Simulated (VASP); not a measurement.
# LiSi8O16 (a cell with a defect) in VASP: relaxation of the atoms with PBE

Aim: the relaxation of the atoms of LiSi8O16 (a cell with a defect) with PBE.

All numbers are computed with VASP 6.6.1; they aren't measurements. Logs are shortened: lines on timing, memory, paths and dates and some standing lists are left out, and cuts for length are marked.

## 1. The cell of the first run

The cell holds a defect, 25 atoms: a = 8.726 Å, b = 8.726 Å, c = 7.186 Å, α = 65.69°, β = 65.69°, γ = 48.63°.

## 2. Relaxation of the atoms, PBE

INCAR

```
SYSTEM = LiSi8O16
ALGO = Normal
EDIFF = 1E-6
EDIFFG = -0.02
ENCUT = 520
GGA = PE
IBRION = 2
ISIF = 2
ISMEAR = -1
LASPH = .TRUE.
LCHARG = .FALSE.
LREAL = Auto
LWAVE = .FALSE.
NELECT = 130.0
NELM = 100
NSW = 90
PREC = Accurate
SIGMA = 0.01
```

KPOINTS

```
Automatic mesh
0
Gamma
  1 1 1
  0.25 0.25 0.25
```

POSCAR

```
LiSi8O16
1.0
    0.0000000000      5.0813926900      7.0944098900
    5.0813926900      0.0000000000      7.0944098900
    5.0813926900      5.0813926900      0.0000000000
Si O Li
8 16 1
Direct
    0.2500000000      0.2500000000      0.4557663000
    0.7500000000      0.7500000000      0.9557663000
    0.0807663000      0.6692337000      0.1250000000
    0.5807663000      0.1692337000      0.6250000000
    0.4192337000      0.8307663000      0.3750000000
    0.9192337000      0.3307663000      0.8750000000
    0.0000000000      0.0000000000      0.2942337000
    0.5000000000      0.5000000000      0.7942337000
    0.0892867300      0.2360795200      0.6696805100
    0.5892867300      0.7360795200      0.1696805100
    0.4860795200      0.3392867300      0.7549532500
    0.9860795200      0.8392867300      0.2549532500
    0.4107132700      0.2639204800      0.4950467500
    0.9107132700      0.7639204800      0.9950467500
    0.2053194900      0.8700467500      0.3889204800
    0.7053194900      0.3700467500      0.8889204800
    0.0139204800      0.1607132700      0.0803194900
    0.5139204800      0.6607132700      0.5803194900
    0.3799532500      0.0446805100      0.3610795200
    0.8799532500      0.5446805100      0.8610795200
    0.2946805100      0.6299532500      0.9642867300
    0.7946805100      0.1299532500      0.4642867300
    0.1200467500      0.4553194900      0.2857132700
    0.6200467500      0.9553194900      0.7857132700
    0.0000000000      0.0000000000      0.7179560000
```

Potentials or basis: VASP PAW PBE potentials, release 64 (Si, O, Li_sv).

On the command line:

```sh
> cat potpaw_PBE.64/Si/POTCAR potpaw_PBE.64/O/POTCAR potpaw_PBE.64/Li_sv/POTCAR > POTCAR
> mpirun -np 1 vasp_std > vasp.out
```

OUTCAR:

```text
SYSTEM = LiSi8O16
   EDIFF = 1E-6
   EDIFFG = -0.02
   ENCUT = 520
   GGA = PE
   IBRION = 2
   ISIF = 2
   ISMEAR = -1
   LASPH = .TRUE.
   LREAL = Auto
   NELECT = 130.0
   NELM = 100
   NSW = 90
   PREC = Accurate

 ion  position               nearest neighbor table
   1  0.250  0.250  0.456-  13 1.63   9 1.63  19 1.63  23 1.63   5 3.13   6 3.13   3 3.13   4 3.13

   2  0.750  0.750  0.956-  14 1.63  10 1.63  20 1.63  24 1.63   5 3.13   6 3.13   3 3.13   4 3.13

   3  0.081  0.669  0.125-  21 1.63  23 1.63  12 1.63  14 1.63   1 3.13   2 3.13   7 3.13   8 3.13

   4  0.581  0.169  0.625-  22 1.63  24 1.63  11 1.63  13 1.63   1 3.13   2 3.13   7 3.13   8 3.13

   5  0.419  0.831  0.375-  15 1.63  19 1.63  18 1.63  10 1.63   1 3.13   2 3.13   7 3.13   8 3.13

   6  0.919  0.331  0.875-  16 1.63  20 1.63  17 1.63   9 1.63   1 3.13   2 3.13   7 3.13   8 3.13
[... 5 lines left out ...]
   9  0.089  0.236  0.670-   1 1.63   6 1.63
  10  0.589  0.736  0.170-   2 1.63   5 1.63
  11  0.486  0.339  0.755-   8 1.63   4 1.63
  12  0.986  0.839  0.255-   7 1.63   3 1.63
  13  0.411  0.264  0.495-   1 1.63   4 1.63
  14  0.911  0.764  0.995-   2 1.63   3 1.63
[... 8 lines left out ...]
  23  0.120  0.455  0.286-   3 1.63   1 1.63
  24  0.620  0.955  0.786-   4 1.63   2 1.63
  25  0.000  0.000  0.718-

  LATTYP: Found a body centered tetragonal cell.
 ALAT       =     7.1861744579
 C/A-ratio  =     1.9744608015

  Lattice vectors:

 A1 = (  -5.0813926900,   0.0000000000,   7.0944098900)
 A2 = (   5.0813926900,   0.0000000000,   7.0944098900)
 A3 = (   0.0000000000,   5.0813926900,  -7.0944098900)

Analysis of symmetry for initial positions (statically):
=====================================================================
 Subroutine PRICEL returns:
 Original cell was already a primitive cell.

 Routine SETGRP: Setting up the symmetry group for a
 body centered tetragonal supercell.

 Subroutine GETGRP returns: Found  2 space group operations
 (whereof  2 operations were pure point group operations)
 out of a pool of 16 trial point group operations.

The static configuration has the point symmetry C_2 .

Analysis of symmetry for dynamics (positions and initial velocities):
=====================================================================
 Subroutine PRICEL returns:
 Original cell was already a primitive cell.

 Routine SETGRP: Setting up the symmetry group for a
 body centered tetragonal supercell.

 Subroutine GETGRP returns: Found  2 space group operations
 (whereof  2 operations were pure point group operations)
 out of a pool of 16 trial point group operations.

The dynamic configuration has the point symmetry C_2 .

 Subroutine INISYM returns: Found  2 space group operations
 (whereof  2 operations are pure point group operations),
 and found     1 'primitive' translations

----------------------------------------------------------------------------------------

                                     Primitive cell

  volume of cell :     366.3632

  direct lattice vectors                    reciprocal lattice vectors
     0.000000000  5.081392690  7.094409890    -0.098398221  0.098398221  0.070478025
     5.081392690  0.000000000  7.094409890     0.098398221 -0.098398221  0.070478025
     5.081392690  5.081392690  0.000000000     0.098398221  0.098398221 -0.070478025

  length of vectors
     8.726465685  8.726465685  7.186174458     0.155985806  0.155985806  0.155985806

  position of ions in fractional coordinates (direct lattice)
     0.250000000  0.250000000  0.455766300
     0.750000000  0.750000000  0.955766300
     0.080766300  0.669233700  0.125000000
     0.580766300  0.169233700  0.625000000
     0.419233700  0.830766300  0.375000000
     0.919233700  0.330766300  0.875000000
[... 17 lines left out ...]
     0.620046750  0.955319490  0.785713270
     0.000000000  0.000000000  0.717956000

  ion indices of the primitive-cell ions
   primitive index   ion index
                 1           1
                 2           2
                 3           3
                 4           4
                 5           5
                 6           6
[... 17 lines left out ...]
                24          24
                25          25

----------------------------------------------------------------------------------------

 KPOINTS: Automatic mesh

Automatic generation of k-mesh.
 Grid dimensions read from file:
 generate k-points for:    1    1    1

 Generating k-lattice:

  Cartesian coordinates                     Fractional coordinates (reciprocal lattice)
    -0.098398221  0.098398221  0.070478025     1.000000000  0.000000000  0.000000000
     0.098398221 -0.098398221  0.070478025     0.000000000  1.000000000  0.000000000
     0.098398221  0.098398221 -0.070478025    -0.000000000 -0.000000000  1.000000000

  Length of vectors
     0.155985806  0.155985806  0.155985806

  Shift w.r.t. Gamma in fractional coordinates (k-lattice)
     0.250000000  0.250000000  0.250000000

 Subroutine IBZKPT returns following result:
 ===========================================

 Found      3 irreducible k-points:

 Following reciprocal coordinates:
            Coordinates               Weight
  0.250000  0.250000  0.250000      4.000000
  0.250000 -0.000000  0.000000      2.000000
 -0.000000  0.250000  0.000000      2.000000
   k-points           NKPTS =      3   k-points in BZ     NKDIM =      3   number of bands    NBANDS=     78
   number of dos      NEDOS =    301   number of ions     NIONS =     25
   total plane-waves  NPLWV = 264600
   dimension x,y,z NGX =    70 NGY =   70 NGZ =   54
   dimension x,y,z NGXF=   140 NGYF=  140 NGZF=  108
   ions per type =               8  16   1
   NGX,Y,Z   is equivalent  to a cutoff of  13.34, 13.34, 12.49 a.u.
   NGXF,Y,Z  is equivalent  to a cutoff of  26.67, 26.67, 24.98 a.u.
 SYSTEM =  LiSi8O16
   PREC   = accura    normal or accurate (medium, high low for compatibility)
   ISTART =      0    job   : 0-new  1-cont  2-samecut
   ICHARG =      2    charge: 1-file 2-atom 10-const
   ISPIN  =      1    spin polarized calculation?
   LNONCOLLINEAR =      F non collinear calculations
   LSORBIT =      F    spin-orbit coupling
   LASPH  =      T    aspherical Exc in radial PAW
   ENCUT  =  520.0 eV  38.22 Ry    6.18 a.u.  16.23 16.23 13.36*2*pi/ulx,y,z
   NELM   =    100;   NELMIN=  2; NELMDL= -5     # of ELM steps
   EDIFF  = 0.1E-05   stopping-criterion for ELM
   LREAL  =      T    real-space projection
   EDIFFG = -.2E-01   stopping-criterion for IOM
   NSW    =     90    number of steps for IOM
   IBRION =      2    ionic relax: 0-MD 1-quasi-New 2-CG
   NFREE  =      1    steps in history (QN), initial steepest desc. (CG)
   ISIF   =      2    stress and relaxation
   ISYM   =      2    0-nonsym 1-usesym 2-fastsym
   POTIM  = 0.5000    time-step for ionic-motion
   TEBEG  =    0.0;   TEEND  =   0.0 temperature during run
   PSTRESS=    0.0 pullay stress
   NELECT =     130.0000    total number of electrons
   NUPDOWN=      -1.0000    fix difference up-down
   EMIN   =  10.00;   EMAX   =-10.00  energy-range for DOS
   EFERMI =   0.00;   METHOD = LEGACY
   ISMEAR =    -1;   SIGMA  =   0.01  broadening in eV -4-tet -1-fermi 0-gaus
   EFERMI_NEDOS =   21; number of points for ismear=-14 and -15
   IALGO  =     38    algorithm
   IMIX   =      4    mixing-type and parameters
     AMIX     =   0.40;   BMIX     =  1.00
     AMIX_MAG =   1.60;   BMIX_MAG =  1.00
  volume/ion in A,a.u.               =      14.65        98.89
  Fermi-wavevector in a.u.,A,eV,Ry     =   1.159005  2.190202 18.276609  1.343293
  Thomas-Fermi vector in A             =   2.295602
   LORBIT       =      0    0 simple, 1 ext, 2 COOP (PROOUT), +10 PAW based schemes
   GGA     = PE    functional components
   LHFCALC =     F    Hartree Fock is set to
   AEXX    =    0.0000 exact exchange contribution
   IVDW    =     0    specifies the selected vdW correction
   LEPSILON=     F    determine dielectric tensor
   LRPA    =     F    only Hartree local field effects (RPA)
 conjugate gradient relaxation of ions
 non-spin polarized calculation
  energy-cutoff  :      520.00
  volume of cell :      366.36
 maximum number of plane-waves:      9873
 NGX is ok and might be reduce to    70
   NGX = 33   NGY = 33   NGZ = 27

--------------------------------------- Ionic step        1  -------------------------------------------

 number of electron     129.9999989 magnetization

 Free energy of the ion-electron system (eV)
  ---------------------------------------------------
  ext. energy  EPLUGINS =         0.00000000
  ---------------------------------------------------
  free energy    TOTEN  =      -195.69910918 eV

  energy without entropy =     -195.69910918  energy(sigma->0) =     -195.69910918

------------------------ aborting loop because EDIFF is reached ----------------------------------------

  FORCE on cell =-STRESS in cart. coord.  units (eV):
  Direction    XX          YY          ZZ          XY          YZ          ZX
  --------------------------------------------------------------------------------------
  -------------------------------------------------------------------------------------
  Total       -6.0812907     -6.0812907     -6.6185691      0.0426579      1.3144956     -1.3144956
  in kB      -26.5946670    -26.5946670    -28.9442900      0.1865513      5.7485450     -5.7485447
  external PRESSURE =     -27.3778747 kB  Pullay stress =       0.0000000 kB
[... 158 lines left out ...]
  FREE ENERGIE OF THE ION-ELECTRON SYSTEM (eV)
  ---------------------------------------------------
  free  energy   TOTEN  =      -195.8647771417 eV

  energy  without entropy=     -195.8647771417  energy(sigma->0) =     -195.86477714

[... ionic steps 4 to 34 ...]

--------------------------------------- Ionic step       35  -------------------------------------------

 number of electron     129.9999994 magnetization

------------------------ aborting loop because EDIFF is reached ----------------------------------------

  FORCE on cell =-STRESS in cart. coord.  units (eV):
  Direction    XX          YY          ZZ          XY          YZ          ZX
  --------------------------------------------------------------------------------------
  -------------------------------------------------------------------------------------
  Total       -9.5030189     -9.5030189    -10.2593470     -0.1363457     -0.5909477      0.5909477
  in kB      -41.5585500    -41.5585500    -44.8661198     -0.5962661     -2.5843293      2.5843293
  external PRESSURE =     -42.6610733 kB  Pullay stress =       0.0000000 kB
[... 103 lines left out ...]
  energy  without entropy=     -196.0854111809  energy(sigma->0) =     -196.08541118

--------------------------------------- Ionic step       37  -------------------------------------------

 number of electron     129.9999992 magnetization

 Free energy of the ion-electron system (eV)
  ---------------------------------------------------
  ext. energy  EPLUGINS =         0.00000000
  ---------------------------------------------------
  free energy    TOTEN  =      -196.08566783 eV

  energy without entropy =     -196.08566783  energy(sigma->0) =     -196.08566783

 E-fermi :   0.2006     XC(G=0):  -8.2029

 val. band max:       -0.1138611420   @ k =   0.2500  -0.0000   0.0000
 cond. band min:       5.6725474041   @ k =   0.2500   0.2500   0.2500
 fundamental gap:      5.7864085461
 Fermi energy:         0.2005524011

 k-point     1 :       0.2500    0.2500    0.2500
  band No.  band energies     occupation
      1     -44.0940      2.00000
      2     -19.2727      2.00000
      3     -18.7867      2.00000
      4     -18.6694      2.00000
      5     -18.6089      2.00000
      6     -18.3080      2.00000
[... 69 lines left out ...]
     76       9.3479      0.00000
     77       9.3719      0.00000

 k-point     2 :       0.2500   -0.0000    0.0000
  band No.  band energies     occupation
      1     -44.0940      2.00000
      2     -19.2712      2.00000
      3     -18.7683      2.00000
      4     -18.6866      2.00000
      5     -18.6366      2.00000
      6     -18.2808      2.00000
[... 69 lines left out ...]
     76       9.2681      0.00000
     77       9.3722      0.00000

 k-point     3 :      -0.0000    0.2500    0.0000
  band No.  band energies     occupation
      1     -44.0940      2.00000
      2     -19.2751      2.00000
      3     -18.7912      2.00000
      4     -18.6211      2.00000
      5     -18.6172      2.00000
      6     -18.3796      2.00000
[... 69 lines left out ...]
     76       9.2580      0.00000
     77       9.4163      0.00000
 [bands above 77 left out]

------------------------ aborting loop because EDIFF is reached ----------------------------------------

  FORCE on cell =-STRESS in cart. coord.  units (eV):
  Direction    XX          YY          ZZ          XY          YZ          ZX
  --------------------------------------------------------------------------------------
  -------------------------------------------------------------------------------------
  Total       -9.4112734     -9.4112734    -10.1844061     -0.1107093     -0.5125199      0.5125199
  in kB      -41.1573289    -41.1573289    -44.5383887     -0.4841535     -2.2413493      2.2413494
  external PRESSURE =     -42.2843489 kB  Pullay stress =       0.0000000 kB
[... 40 lines left out ...]
  FREE ENERGIE OF THE ION-ELECTRON SYSTEM (eV)
  ---------------------------------------------------
  free  energy   TOTEN  =      -196.0856678298 eV

  energy  without entropy=     -196.0856678298  energy(sigma->0) =     -196.08566783

 reached required accuracy - stopping structural energy minimisation
```

Wall time 83 min (1 thread of Intel Xeon Platinum 8375C at 2.90GHz (Ice Lake), shared host); peak memory 0.64 GiB.

What came out:

```yaml
Free_energy: -196.0857 eV
Energy_gained_by_relaxing: 15.5 meV/atom
Ionic_steps: 37
Largest_force_after_relaxing: 0.019 eV/Å
```

Forces on the atoms (eV/Å):
```
Si  -0.014  0.007  0.000
Si   0.007 -0.014  0.000
Si   0.007 -0.001 -0.017
Si  -0.010  0.011 -0.006
Si   0.011 -0.010  0.006
Si  -0.001  0.007  0.017
Si   0.003  0.003  0.000
Si  -0.008 -0.008  0.000
O   -0.005 -0.004 -0.003
O    0.009 -0.001 -0.011
O    0.001  0.005  0.003
O    0.005 -0.006  0.003
O   -0.001  0.009  0.011
O   -0.004 -0.005  0.003
O    0.000  0.000  0.000
O    0.004 -0.001  0.004
O   -0.006  0.005 -0.003
O    0.005  0.001 -0.003
O   -0.010  0.015  0.000
O    0.001 -0.012  0.005
O   -0.001  0.004 -0.004
O    0.000  0.000  0.000
O   -0.012  0.001 -0.005
O    0.015 -0.010  0.000
Li   0.004  0.004  0.000
```

The path:
```tsv
step	energy change (eV)	largest force (eV/Å)	pressure (GPa)
1	0.0000	1.4547	-2.74
2	0.2626	3.0820	-2.58
3	-0.1657	0.7201	-2.84
4	-0.2193	0.9449	-3.24
5	-0.2262	0.6811	-3.15
6	-0.2842	0.3386	-3.50
7	-0.3007	0.3466	-3.83
8	-0.3154	0.2447	-3.97
9	-0.3181	0.2393	-4.06
10	-0.3292	0.2396	-4.17
11	-0.3299	0.2406	-4.21
12	-0.3406	0.2298	-4.27
13	-0.3437	0.3531	-4.34
14	-0.3504	0.3182	-4.39
15	-0.3630	0.2495	-4.54
16	-0.3523	0.3675	-4.84
17	-0.3650	0.2498	-4.63
18	-0.3684	0.1565	-4.65
19	-0.3692	0.1476	-4.67
20	-0.3721	0.1399	-4.68
21	-0.3756	0.1738	-4.71
22	-0.3780	0.1103	-4.71
23	-0.3795	0.0895	-4.71
24	-0.3795	0.0866	-4.70
25	-0.3804	0.0809	-4.68
26	-0.3813	0.1085	-4.64
27	-0.3825	0.0720	-4.60
28	-0.3836	0.0656	-4.54
29	-0.3829	0.1894	-4.42
30	-0.3838	0.0923	-4.50
31	-0.3846	0.0705	-4.44
32	-0.3852	0.0801	-4.35
33	-0.3857	0.0376	-4.31
34	-0.3858	0.0442	-4.29
35	-0.3861	0.0309	-4.27
36	-0.3863	0.0415	-4.24
37	-0.3866	0.0190	-4.23
```

Final structure:
```
CELL_PARAMETERS angstrom
0.00000 5.08139 7.09441
5.08139 0.00000 7.09441
5.08139 5.08139 0.00000
ATOMIC_POSITIONS crystal
Si 0.24951 0.25024 0.45466
Si 0.75049 0.74976 0.95441
Si 0.08046 0.66849 0.12656
Si 0.57378 0.16985 0.63024
Si 0.42622 0.83015 0.37388
Si 0.91954 0.33151 0.87552
Si 0.00000 0.00000 0.29620
Si 0.50000 0.50000 0.79471
O 0.08861 0.22605 0.67001
O 0.59283 0.73219 0.17041
O 0.48561 0.33897 0.75696
O 0.99138 0.83666 0.25671
O 0.40717 0.26781 0.49543
O 0.91139 0.77395 0.98468
O 0.19573 0.88532 0.40568
O 0.70978 0.36348 0.88580
O 0.00862 0.16334 0.08475
O 0.51439 0.66103 0.58154
O 0.38558 0.04487 0.35820
O 0.88450 0.54316 0.85916
O 0.29022 0.63652 0.95906
O 0.80427 0.11468 0.48673
O 0.11550 0.45684 0.28682
O 0.61442 0.95513 0.78865
Li 0.00000 0.00000 0.68118
```

Caveat: the cell carries a net charge on a neutralising background, which shifts energy and pressure; the cell is charged against a uniform background, so pressure and absolute levels hang on convention; the cutoff is under 1.25 times the usual one of these potentials, so pressure, stress and relaxed cells hold a basis-set (Pulay) error.
